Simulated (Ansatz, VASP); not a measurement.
# H: VASP beside Ansatz

The input INCAR:

```
SYSTEM = H
PREC = Accurate ; ENCUT = 520
EDIFF = 1E-6 ; ISMEAR = 0
SIGMA = 0.05 ; LREAL = .FALSE.
LASPH = .TRUE. ; NELM = 80
ALGO = Normal ; ISIF = 2
LWAVE = .FALSE. ; LCHARG = .FALSE.
GGA = PS ; NBANDS = 6
```

The input KPOINTS:

```
Automatic mesh
0
G
  10 10 26
  0 0 0
```

Contents of POSCAR:

```
H
1.0
    2.5436531893      0.0000000000      0.0000000000
    0.0000000000      2.5436531893      0.0000000000
    0.0000000000      0.0000000000      0.9804929200
H
1
Direct
    0.0000000000      0.0000000000      0.5000000000
```

Input for Ansatz:

```yaml
crystal:
  lattice:
    - [2.5436531893, 0.0, 0.0]
    - [0.0, 2.5436531893, 0.0]
    - [0.0, 0.0, 0.98049292]
  atoms:
    - { symbol: H, position: [0.0, 0.0, 0.5] }
basis:
  ecutwfc: 420
kpoints:
  mp_grid: { grid: [10, 10, 26] }
hamiltonian:
  xc: pbesol
scf:
  occupations: { method: gaussian, width: 0.05 }
output:
  forces: true
  stress: true
  eigenvalues: true
```

Change from the starting cell: strain -0.040 along x and y, +0.000 along z, atoms carried along.

Alike in both runs: task single point; functional PBEsol; k mesh 10 × 10 × 26; occupations gaussian, width 0.05 eV; no spin polarisation.

|  | VASP | Ansatz |
| --- | --- | --- |
| version | VASP 6.6.1 | Ansatz 0.2.0 |
| potentials or method | VASP PAW PBE potentials, release 64 (H), cutoff 520 eV | scalar-relativistic, plane waves, PAW |
| valence electrons in the cell | 1 | 1 |

VASP gave:

```
gap on the k mesh at the Fermi level (eV)                     : none
pressure (GPa)                                                : 2.1
traceless stress, the component that is largest in VASP (GPa) : 0.17
```

Question: Which values does Ansatz return?

Answer: gap on the k mesh at the Fermi level (eV): none; pressure (GPa): 2.4; traceless stress, the component that is largest in VASP (GPa): 0.13.

VASP's potentials were made for PBE, not for PBEsol. A gap of «none» marks a metal or a gap that the smearing closes. With one functional, cell and mesh, what is left measures potentials, basis and numerics.
